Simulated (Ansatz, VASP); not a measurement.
# Al3N: VASP beside Ansatz

Contents of INCAR:

```
  PREC = Accurate
  ENCUT = 520
  EDIFF = 1E-6
  ISMEAR = 0
  SIGMA = 0.1
  LREAL = F
  LASPH = T
  NELM = 150
  ALGO = Normal
  ISIF = 2
  LWAVE = F
  LCHARG = F
  ISPIN = 2
  MAGMOM = 0 0 0 3
  LORBIT = 11
  LDIPOL = T
  IDIPOL = 3
  DIPOL = 0.5 0.5 0.347
  GGA = PE
  NBANDS = 19
```

Contents of KPOINTS:

```
regular mesh
0
Gamma
  9 9 1
```

The input POSCAR:

```
Al3N
1.0
    2.8567582919      0.0000000000      0.0000000000
   -1.4283791460      2.4740252533      0.0000000000
    0.0000000000      0.0000000000     21.6013781961
Al N
3 1
Direct
    0.6666666667      0.3333333333      0.1851733701
    0.3333333333      0.6666666667      0.2916813827
    0.0000000000      0.0000000000      0.3981865471
    0.0000000000      0.0000000000      0.5125311031
```

Input for Ansatz:

```yaml
crystal:
  lattice:
    - [2.8567582919, 0.0, 0.0]
    - [-1.428379146, 2.4740252533, 0.0]
    - [0.0, 0.0, 21.6013781961]
  atoms:
    - { symbol: Al, position: [0.6666666667, 0.3333333333, 0.1851733701] }
    - { symbol: Al, position: [0.3333333333, 0.6666666667, 0.2916813827] }
    - { symbol: Al, position: [0.0, 0.0, 0.3981865471] }
    - { symbol: "N", position: [0.0, 0.0, 0.5125311031], spin: 3.0 }
basis:
  ecutwfc: 420
kpoints:
  mp_grid: { grid: [9, 9, 1] }
hamiltonian:
  xc: pbe
  pseudopotentials: { kind: paw, azcp: { folder: soft_1 } }
scf:
  occupations: { method: gaussian, width: 0.1 }
output:
  forces: true
  eigenvalues: true
  populations: true
magnetization:
  spin_polarized: true
efield:
  axis: 3
  dipole_correction: true
  ramp_width: 0.04
```

Alike in both runs: task single point; functional PBE; k mesh 9 × 9 × 1; occupations gaussian, width 0.1 eV; collinear spin.

|  | VASP | Ansatz |
| --- | --- | --- |
| version | VASP 6.6.1 | Ansatz 0.2.0 |
| potentials or method | VASP PAW PBE potentials, release 64 (Al, N), cutoff 520 eV | scalar-relativistic, plane waves, PAW |
| valence electrons in the cell | 14 | 14 |

```tsv
	VASP	Ansatz	Ansatz less VASP
gap on the k mesh at the Fermi level (eV)	none	none	-
rms of the force components (eV/Å)	0.611	0.611	+0.0001
net moment per atom (μB)	0.58	0.58	-0.001
size of the moment on the site where the two differ most (μB)	1.65	2.12	+0.475
```

Site moments also hang on the region over which each program counts them. Atom by atom the forces differ by 0.000 eV/Å (rms over components). A gap of «none» marks a metal or a gap that the smearing closes.
